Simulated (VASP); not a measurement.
# GaN (I4/mmm) in VASP: further runs, part 2 of 2

VASP 6.6.1. Earlier steps stand in the parts before.

### Step 3. Single point, PBE (uniaxial z strain -3.0%)

The input, INCAR:

```
SYSTEM = GaN
  PREC = Accurate
  ENCUT = 520
  EDIFF = 1E-6
  ISMEAR = -1
  SIGMA = 0.02
  LREAL = .False.
  LASPH = .True.
  NELM = 80
  ALGO = Normal
  ISIF = 2
  LWAVE = .False.
  LCHARG = .False.
  GGA = PE
  NBANDS = 16
```

The input, KPOINTS:

```
regular mesh
0
Gamma
  10 10 10
  0 0 0
```

The input, POSCAR:

```
GaN
1.0
    0.0000000000      2.1085152343      2.0452597773
    2.1085152343      0.0000000000      2.0452597773
    2.1085152343      2.1085152343      0.0000000000
Ga N
1 1
Direct
    0.0000000000      0.0000000000      0.0000000000
    0.5000000000      0.5000000000      0.5000000000
```

Potentials or basis: VASP PAW PBE potentials, release 64 (Ga_d, N).

Run with:

```bash
$ cat potpaw_PBE.64/Ga_d/POTCAR potpaw_PBE.64/N/POTCAR > POTCAR
$ mpirun -np 1 vasp_std > vasp.out
```

OUTCAR:

```text
SYSTEM = GaN
   PREC = Accurate
   ENCUT = 520
   EDIFF = 1E-6
   ISMEAR = -1
   LREAL = .False.
   LASPH = .True.
   NELM = 80
   ISIF = 2
   GGA = PE

 ion  position               nearest neighbor table
   1  0.000  0.000  0.000-   2 2.05   2 2.05   2 2.11   2 2.11   2 2.11   2 2.11
   2  0.500  0.500  0.500-   1 2.05   1 2.05   1 2.11   1 2.11   1 2.11   1 2.11

  LATTYP: Found a body centered tetragonal cell.
 ALAT       =     2.9818908408
 C/A-ratio  =     1.3717871555

  Lattice vectors:

 A1 = (   0.0000000000,  -2.1085152343,  -2.0452597773)
 A2 = (   0.0000000000,   2.1085152343,  -2.0452597773)
 A3 = (   2.1085152343,   0.0000000000,   2.0452597773)

Analysis of symmetry for initial positions (statically):
=====================================================================
 Subroutine PRICEL returns:
 Original cell was already a primitive cell.

 Routine SETGRP: Setting up the symmetry group for a
 body centered tetragonal supercell.

 Subroutine GETGRP returns: Found 16 space group operations
 (whereof 16 operations were pure point group operations)
 out of a pool of 16 trial point group operations.

The static configuration has the point symmetry D_4h.

Analysis of symmetry for dynamics (positions and initial velocities):
=====================================================================
 Subroutine PRICEL returns:
 Original cell was already a primitive cell.

 Routine SETGRP: Setting up the symmetry group for a
 body centered tetragonal supercell.

 Subroutine GETGRP returns: Found 16 space group operations
 (whereof 16 operations were pure point group operations)
 out of a pool of 16 trial point group operations.

The dynamic configuration has the point symmetry D_4h.

 Subroutine INISYM returns: Found 16 space group operations
 (whereof 16 operations are pure point group operations),
 and found     1 'primitive' translations

----------------------------------------------------------------------------------------

                                     Primitive cell

  volume of cell :      18.1858

  direct lattice vectors                    reciprocal lattice vectors
     0.000000000  2.108515234  2.045259777    -0.237133691  0.237133691  0.244467723
     2.108515234  0.000000000  2.045259777     0.237133691 -0.237133691  0.244467723
     2.108515234  2.108515234  0.000000000     0.237133691  0.237133691 -0.244467723

  length of vectors
     2.937503030  2.937503030  2.981890841     0.415005111  0.415005111  0.415005111

  position of ions in fractional coordinates (direct lattice)
     0.000000000  0.000000000  0.000000000
     0.500000000  0.500000000  0.500000000

  ion indices of the primitive-cell ions
   primitive index   ion index
                 1           1
                 2           2

----------------------------------------------------------------------------------------

 KPOINTS: regular mesh

Automatic generation of k-mesh.
 Grid dimensions read from file:
 generate k-points for:   10   10   10

 Generating k-lattice:

  Cartesian coordinates                     Fractional coordinates (reciprocal lattice)
    -0.023713369  0.023713369  0.024446772     0.100000000  0.000000000  0.000000000
     0.023713369 -0.023713369  0.024446772     0.000000000  0.100000000  0.000000000
     0.023713369  0.023713369 -0.024446772    -0.000000000 -0.000000000  0.100000000

  Length of vectors
     0.041500511  0.041500511  0.041500511

  Shift w.r.t. Gamma in fractional coordinates (k-lattice)
     0.000000000  0.000000000  0.000000000

 Subroutine IBZKPT returns following result:
 ===========================================

 Found    102 irreducible k-points:

 Following reciprocal coordinates:
            Coordinates               Weight
  0.000000  0.000000  0.000000      1.000000
  0.100000 -0.000000  0.000000      8.000000
  0.200000 -0.000000  0.000000      8.000000
  0.300000  0.000000  0.000000      8.000000
  0.400000 -0.000000  0.000000      8.000000
  0.500000 -0.000000  0.000000      4.000000
[... 16 lines left out ...]
  0.300000  0.300000  0.000000      2.000000
  0.400000  0.300000  0.000000      8.000000
 [... further k-points ...]
   k-points           NKPTS =    102   k-points in BZ     NKDIM =    102   number of bands    NBANDS=     16
   number of dos      NEDOS =    301   number of ions     NIONS =      2
   total plane-waves  NPLWV =  13824
   dimension x,y,z NGX =    24 NGY =   24 NGZ =   24
   dimension x,y,z NGXF=    48 NGYF=   48 NGZF=   48
   ions per type =               1   1
   NGX,Y,Z   is equivalent  to a cutoff of  13.58, 13.58, 13.38 a.u.
   NGXF,Y,Z  is equivalent  to a cutoff of  27.17, 27.17, 26.76 a.u.
 SYSTEM =  GaN
   PREC   = accura    normal or accurate (medium, high low for compatibility)
   ISTART =      0    job   : 0-new  1-cont  2-samecut
   ICHARG =      2    charge: 1-file 2-atom 10-const
   ISPIN  =      1    spin polarized calculation?
   LNONCOLLINEAR =      F non collinear calculations
   LSORBIT =      F    spin-orbit coupling
   LASPH  =      T    aspherical Exc in radial PAW
   ENCUT  =  520.0 eV  38.22 Ry    6.18 a.u.   5.46  5.46  5.54*2*pi/ulx,y,z
   NELM   =     80;   NELMIN=  2; NELMDL= -5     # of ELM steps
   EDIFF  = 0.1E-05   stopping-criterion for ELM
   LREAL  =      F    real-space projection
   EDIFFG = 0.1E-04   stopping-criterion for IOM
   NSW    =      0    number of steps for IOM
   IBRION =     -1    ionic relax: 0-MD 1-quasi-New 2-CG
   NFREE  =      0    steps in history (QN), initial steepest desc. (CG)
   ISIF   =      2    stress and relaxation
   ISYM   =      2    0-nonsym 1-usesym 2-fastsym
   POTIM  = 0.5000    time-step for ionic-motion
   TEBEG  =    0.0;   TEEND  =   0.0 temperature during run
   PSTRESS=    0.0 pullay stress
   NELECT =      18.0000    total number of electrons
   NUPDOWN=      -1.0000    fix difference up-down
   EMIN   =  10.00;   EMAX   =-10.00  energy-range for DOS
   EFERMI =   0.00;   METHOD = LEGACY
   ISMEAR =    -1;   SIGMA  =   0.02  broadening in eV -4-tet -1-fermi 0-gaus
   EFERMI_NEDOS =   21; number of points for ismear=-14 and -15
   IALGO  =     38    algorithm
   IMIX   =      4    mixing-type and parameters
     AMIX     =   0.40;   BMIX     =  1.00
     AMIX_MAG =   1.60;   BMIX_MAG =  1.00
  volume/ion in A,a.u.               =       9.09        61.36
  Fermi-wavevector in a.u.,A,eV,Ry     =   1.631505  3.083097 36.216094  2.661808
  Thomas-Fermi vector in A             =   2.723630
   LORBIT       =      0    0 simple, 1 ext, 2 COOP (PROOUT), +10 PAW based schemes
   GGA     = PE    functional components
   LHFCALC =     F    Hartree Fock is set to
   AEXX    =    0.0000 exact exchange contribution
   IVDW    =     0    specifies the selected vdW correction
   LEPSILON=     F    determine dielectric tensor
   LRPA    =     F    only Hartree local field effects (RPA)
 non-spin polarized calculation
  energy-cutoff  :      520.00
  volume of cell :       18.19
 maximum number of plane-waves:       516
 NGX is ok and might be reduce to    24
   NGX = 11   NGY = 11   NGZ = 11

 number of electron      18.0000000 magnetization

 Free energy of the ion-electron system (eV)
  ---------------------------------------------------
  ext. energy  EPLUGINS =         0.00000000
  ---------------------------------------------------
  free energy    TOTEN  =       -11.13018334 eV

  energy without entropy =      -11.13018334  energy(sigma->0) =      -11.13018334

 E-fermi :   8.7145     XC(G=0): -13.2919

 val. band max:        8.3732820553   @ k =  -0.2000   0.0000   0.2000
 cond. band min:       9.0056061342   @ k =   0.5000   0.5000   0.0000
 fundamental gap:      0.6323240788
 Fermi energy:         8.7144822682

 k-point     1 :       0.0000    0.0000    0.0000
  band No.  band energies     occupation
      1      -9.3188      2.00000
      2      -5.6112      2.00000
      3      -5.6112      2.00000
      4      -5.5938      2.00000
      5      -5.5248      2.00000
      6      -5.4772      2.00000
[... 8 lines left out ...]
     15      24.3055      0.00000
     16      24.6069      0.00000
[... 419 lines left out ...]
 k-point    24 :       0.4000    0.3000    0.0000
  band No.  band energies     occupation
      1      -7.4295      2.00000
      2      -5.7577      2.00000
      3      -5.4695      2.00000
      4      -5.4048      2.00000
      5      -5.3439      2.00000
      6      -4.3896      2.00000
[... 8 lines left out ...]
     15      33.3111      0.00000
     16      35.4787      0.00000

 [... further k-points ...]
[... 5 lines left out ...]
  --------------------------------------------------------------------------------------
  -------------------------------------------------------------------------------------
  Total        1.7026668      1.7026668      2.5854066      0.0000000     -0.0000000      0.0000000
  in kB      150.0058832    150.0058832    227.7757423      0.0000000     -0.0000000      0.0000000
  external PRESSURE =     175.9291695 kB  Pullay stress =       0.0000000 kB

 VOLUME and BASIS-vectors are now :
 -----------------------------------------------------------------------------
  energy-cutoff  :      520.00
  volume of cell :       18.19
      direct lattice vectors                 reciprocal lattice vectors
     0.000000000  2.108515234  2.045259777    -0.237133691  0.237133691  0.244467723
     2.108515234  0.000000000  2.045259777     0.237133691 -0.237133691  0.244467723
     2.108515234  2.108515234  0.000000000     0.237133691  0.237133691 -0.244467723

 POSITION                                       TOTAL-FORCE (eV/Angst)
 -----------------------------------------------------------------------------------
      0.00000      0.00000      0.00000         0.000000      0.000000      0.000000
      2.10852      2.10852      2.04526         0.000000      0.000000      0.000000
 -----------------------------------------------------------------------------------
    total drift:                                0.000000     -0.000000     -0.000000

  FREE ENERGIE OF THE ION-ELECTRON SYSTEM (eV)
  ---------------------------------------------------
  free  energy   TOTEN  =       -11.1301833361 eV

  energy  without entropy=      -11.1301833355  energy(sigma->0) =      -11.13018334
```

OSZICAR:

```text
N       E                     dE             d eps       ncg     rms          rms(c)
DAV:   1     0.686249736008E+02    0.68625E+02   -0.93047E+03  3888   0.216E+03
DAV:   2    -0.916003206837E+01   -0.77785E+02   -0.73069E+02  3800   0.312E+02
DAV:   3    -0.129738224450E+02   -0.38138E+01   -0.38037E+01  3800   0.603E+01
DAV:   4    -0.130052926859E+02   -0.31470E-01   -0.31468E-01  4112   0.563E+00
DAV:   5    -0.130056574271E+02   -0.36474E-03   -0.36474E-03  3936   0.543E-01    0.748E+00
DAV:   6    -0.111521006399E+02    0.18536E+01   -0.42918E+00  4720   0.413E+01    0.240E+00
DAV:   7    -0.111448208187E+02    0.72798E-02   -0.24925E-01  3832   0.521E+00    0.159E+00
DAV:   8    -0.111319353736E+02    0.12885E-01   -0.28467E-02  3744   0.228E+00    0.486E-01
DAV:   9    -0.111302052567E+02    0.17301E-02   -0.66474E-03  4024   0.210E+00    0.109E-01
DAV:  10    -0.111301832252E+02    0.22032E-04   -0.54371E-04  4008   0.298E-01    0.131E-02
DAV:  11    -0.111301814865E+02    0.17387E-05   -0.40713E-05  3928   0.675E-02    0.123E-02
DAV:  12    -0.111301833618E+02   -0.18754E-05   -0.20746E-06  4048   0.280E-02    0.272E-03
DAV:  13    -0.111301833361E+02    0.25704E-07   -0.21242E-07  2104   0.448E-03
   1 F= -.11130183E+02 E0= -.11130183E+02  d E =-.644954E-09
```

stdout:

```text
POSCAR found type information on POSCAR GaN
 POSCAR found :  2 types and       2 ions
 scaLAPACK will be used
 LDA part: xc-table for (Slater+PW92), standard interpolation
 POSCAR, INCAR and KPOINTS ok, starting setup
 FFT: planning ... GRIDC
 FFT: planning ... GRID_SOFT
 FFT: planning ... GRID
 WAVECAR not read
 entering main loop
```

Run time: 16 s. Hardware: 1 thread of Intel Xeon Platinum 8488C (Sapphire Rapids), shared host; peak memory 0.15 GiB.

What came out:

```yaml
Free_energy: -11.1302 eV
Pressure: 17.6 GPa
Band_gap_on_the_k_mesh: 0.63 eV, indirect (least direct gap 3.14 eV)
```

Stress tensor (GPa, compression positive):
```
15.00  0.00  0.00
 0.00 15.00  0.00
 0.00  0.00 22.78
```

Levels at points of the mesh, in eV from the valence-band top:
```csv
k point,band 6,band 7,band 8,band 9,band 10,band 11,band 12,band 13
"(0.00, 0.00, 0.00)",-13.85,-0.75,-0.46,-0.46,2.68,14.88,14.88,15.11
"(0.50, 0.00, 0.00)",-13.71,-8.45,-0.25,-0.10,4.83,9.00,9.68,9.92
"(0.50, 0.50, 0.00)",-10.69,-7.36,-3.31,-3.31,0.63,7.63,12.56,14.79
"(0.50, 0.00, 0.50)",-11.00,-7.44,-3.34,-2.90,0.95,8.00,12.17,14.63
```

Caveat: the cell differs from its parent crystal (uniaxial z strain -3.0%). A k mesh can miss the band edges.

### Step 4. Single point, PBE (uniaxial z strain -2.0%)

The input, INCAR:

```
SYSTEM = GaN
PREC = Accurate ; ENCUT = 520
EDIFF = 1E-7 ; ISMEAR = -1
SIGMA = 0.02 ; LREAL = .FALSE.
LASPH = .TRUE. ; NELM = 60
ALGO = Normal ; ISIF = 2
LWAVE = .FALSE. ; LCHARG = .FALSE.
GGA = PE ; NBANDS = 16
```

The input, KPOINTS:

```
Automatic mesh
0
G
  10 10 10
  0 0 0
```

The input, POSCAR:

```
GaN
1.0
    0.0000000000      2.1085152343      2.0663449296
    2.1085152343      0.0000000000      2.0663449296
    2.1085152343      2.1085152343      0.0000000000
Ga N
1 1
Direct
    0.0000000000      0.0000000000      0.0000000000
    0.5000000000      0.5000000000      0.5000000000
```

Run with:

```bash
$ cat potpaw_PBE.64/Ga_d/POTCAR potpaw_PBE.64/N/POTCAR > POTCAR
$ mpirun -np 1 vasp_std > vasp.out
```

It took 15 s on 1 thread of Intel Xeon Platinum 8488C (Sapphire Rapids), shared host; peak memory 0.15 GiB.

Results (log left out):

```yaml
Free_energy: -11.1540 eV
Pressure: 14.5 GPa
Band_gap_on_the_k_mesh: 0.64 eV, indirect (least direct gap 3.03 eV)
```

Stress tensor (GPa, compression positive):
```
12.91  0.00  0.00
 0.00 12.91  0.00
 0.00  0.00 17.72
```

Levels at points of the mesh, in eV from the valence-band top:
```tsv
k point	band 6	band 7	band 8	band 9	band 10	band 11	band 12	band 13
(0.00, 0.00, 0.00)	-13.86	-0.66	-0.47	-0.47	2.56	14.84	14.84	15.00
(0.50, 0.00, 0.00)	-13.72	-8.39	-0.21	-0.11	4.81	9.06	9.49	9.78
(0.50, 0.50, 0.00)	-10.78	-7.29	-3.22	-3.22	0.64	7.71	12.37	14.73
(0.50, 0.00, 0.50)	-10.98	-7.34	-3.24	-2.95	0.85	7.95	12.12	14.62
```

Caveat: the cell differs from its parent crystal (uniaxial z strain -2.0%). A k mesh can miss the band edges.

### Step 5. Single point, PBE (uniaxial z strain -1.0%)

The input, INCAR:

```
SYSTEM = GaN
  PREC = Accurate
  ENCUT = 520
  EDIFF = 1E-7
  ISMEAR = -1
  SIGMA = 0.02
  LREAL = .FALSE.
  LASPH = .TRUE.
  NELM = 80
  ALGO = Normal
  ISIF = 2
  LWAVE = .FALSE.
  LCHARG = .TRUE.
  GGA = PE
  LELF = .TRUE.
  LVHAR = .TRUE.
  NBANDS = 16
```

The input, KPOINTS:

```
regular mesh
0
G
  10 10 10
  0 0 0
```

The input, POSCAR:

```
GaN
1.0
    0.0000000000      2.1085152343      2.0874300820
    2.1085152343      0.0000000000      2.0874300820
    2.1085152343      2.1085152343      0.0000000000
Ga N
1 1
Direct
    0.0000000000      0.0000000000      0.0000000000
    0.5000000000      0.5000000000      0.5000000000
```

Run with:

```bash
$ cat potpaw_PBE.64/Ga_d/POTCAR potpaw_PBE.64/N/POTCAR > POTCAR
$ mpirun -np 1 vasp_std > vasp.out
```

Run time: 16 s. Hardware: 1 thread of Intel Xeon Platinum 8488C (Sapphire Rapids), shared host; peak memory 0.15 GiB.

The run converged. Its results:

```
Free energy            : -11.1721 eV
Pressure               : 11.7 GPa
Band gap on the k mesh : 0.65 eV, indirect (least direct gap 2.93 eV)
```

Stress tensor (GPa, compression positive):
```
10.94  0.00  0.00
 0.00 10.94  0.00
 0.00  0.00 13.18
```

Levels at points of the mesh, in eV from the valence-band top:
```csv
k point,band 7,band 8,band 9,band 10,band 11,band 12
"(0.00, 0.00, 0.00)",-0.58,-0.48,-0.48,2.45,14.81,14.81
"(0.50, 0.00, 0.00)",-8.32,-0.18,-0.13,4.78,9.11,9.32
"(0.50, 0.50, 0.00)",-7.22,-3.13,-3.13,0.65,7.78,12.20
"(0.50, 0.00, 0.50)",-7.24,-3.14,-3.00,0.75,7.91,12.07
```

Caveat: the cell differs from its parent crystal (uniaxial z strain -1.0%). A k mesh can miss the band edges.

### Step 6. Single point, PBE (uniaxial z strain +1.0%)

The input, INCAR:

```
  ALGO = Normal
  EDIFF = 1E-7
  ENCUT = 520
  GGA = PE
  ISIF = 2
  ISMEAR = -1
  LASPH = True
  LCHARG = False
  LREAL = False
  LWAVE = False
  NBANDS = 16
  NELM = 100
  PREC = Accurate
  SIGMA = 0.02
```

The input, KPOINTS:

```
k-points
0
Gamma
  10 10 10
```

The input, POSCAR:

```
GaN
1.0
    0.0000000000      2.1085152343      2.1296003866
    2.1085152343      0.0000000000      2.1296003866
    2.1085152343      2.1085152343      0.0000000000
Ga N
1 1
Direct
    0.0000000000      0.0000000000      0.0000000000
    0.5000000000      0.5000000000      0.5000000000
```

Potentials or basis: VASP PAW PBE potentials, release 64 (Ga_d, N).

Run with:

```bash
$ cat potpaw_PBE.64/Ga_d/POTCAR potpaw_PBE.64/N/POTCAR > POTCAR
$ mpirun -np 1 vasp_std > vasp.out
```

It took 14 s on 1 thread of Intel Xeon Platinum 8488C (Sapphire Rapids), shared host; peak memory 0.15 GiB.

The run converged. Its results:

- Free energy: -11.1938 eV
- Pressure: 6.7 GPa
- Band gap on the k mesh: 0.54 eV, indirect (least direct gap 2.65 eV)

Stress tensor (GPa, compression positive):
```
7.33 0.00 0.00
0.00 7.33 0.00
0.00 0.00 5.42
```

Levels at points of the mesh, in eV from the valence-band top:
```
           k point  band 7  band 8  band 9  band 10  band 11  band 12
(0.00, 0.00, 0.00)   -0.53   -0.53   -0.44     2.21    14.66    14.74
(0.50, 0.00, 0.00)   -8.23   -0.19   -0.14     4.69     8.99     9.18
(0.50, 0.50, 0.00)   -7.11   -2.98   -2.98     0.65     7.91    11.81
(0.50, 0.00, 0.50)   -7.08   -3.11   -2.97     0.54     7.79    11.94
```

Caveat: the cell differs from its parent crystal (uniaxial z strain +1.0%). A k mesh can miss the band edges.

### Step 7. Summary

```csv
cell,gap on the mesh (eV),pressure (GPa)
"a = 2.923, b = 2.923, c = 2.982 Å, angles 59.3, 59.3, 61.3°, 2 atoms",0.63,20.9
"a = 2.938, b = 2.938, c = 2.982 Å, angles 59.5, 59.5, 61.0°, 2 atoms",0.63,17.6
"a = 2.952, b = 2.952, c = 2.982 Å, angles 59.7, 59.7, 60.7°, 2 atoms",0.64,14.5
"a = 2.967, b = 2.967, c = 2.982 Å, angles 59.8, 59.8, 60.3°, 2 atoms",0.65,11.7
"a = 2.997, b = 2.997, c = 2.982 Å, angles 60.2, 60.2, 59.7°, 2 atoms",0.54,6.7
```

Alike in all rows: task single point; level PBE; potentials or basis VASP PAW PBE potentials, release 64 (Ga_d, N); no spin polarisation; k mesh 10 × 10 × 10; cutoff (eV) 520; smearing fermi-dirac 0.02 eV.

Absolute energies hang on the potentials; compare differences alone.
